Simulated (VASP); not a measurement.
The system is Bi.

```
CELL_PARAMETERS angstrom
3.57310 0.00000 0.00000
-1.78655 3.09439 0.00000
0.00000 0.00000 5.78842
ATOMIC_POSITIONS crystal
Bi 0.33333 0.66667 0.25000
Bi 0.66667 0.33333 0.75000
```

This isn't the form of Bi at room conditions, which is rhombohedral.

- Program: VASP 6.6.1
- Task: relaxation of cell and atoms
- Functional: PBEsol
- Potentials or basis: VASP PAW PBE potentials, release 64 (Bi_d)
- Cutoff: 600 eV
- k mesh: 12 × 12 × 7
- Occupations: fermi-dirac, width 0.1 eV
- Spin: no spin polarisation

At the start: pressure -3.2 GPa; volume 32.00 Å³/atom.

Where does the relaxation end?

Over 11 steps the energy falls by 24.7 meV/atom and the volume is 30.16 Å³/atom (-5.8 %); space group P6_3/mmc (No. 194, to 0.1 Å) before and after.

The path:
```
step  energy change (eV)  largest force (eV/Å)  pressure (GPa)  volume (Å³)
   1              0.0000                0.0000           -3.17        64.00
   2             -0.0295                0.0000            2.09        58.32
   3             -0.0408                0.0000            0.04        60.17
   4             -0.0426                0.0000            0.06        60.17
   5             -0.0479                0.0000            0.10        60.16
   6             -0.0428                0.0000            0.42        60.07
   7             -0.0492                0.0000            0.15        60.14
   8             -0.0494                0.0000            0.18        60.13
   9             -0.0494                0.0000            0.18        60.13
  10             -0.0490                0.0000           -0.39        60.70
  11             -0.0495                0.0000            0.01        60.31
```

Final structure:
```cif
data_structure
_symmetry_space_group_name_H-M 'P 1'
_symmetry_Int_Tables_number 1
_cell_length_a 3.4403
_cell_length_b 3.4403
_cell_length_c 5.8841
_cell_angle_alpha 90.000
_cell_angle_beta 90.000
_cell_angle_gamma 120.000
_cell_volume 60.31
loop_
_atom_site_label
_atom_site_type_symbol
_atom_site_fract_x
_atom_site_fract_y
_atom_site_fract_z
_atom_site_occupancy
Bi1 Bi 0.33333 0.66667 0.25000 1
Bi2 Bi 0.66667 0.33333 0.75000 1
```

Caveat: the PAW data sets were made with another functional, which shifts forces and pressure a little.
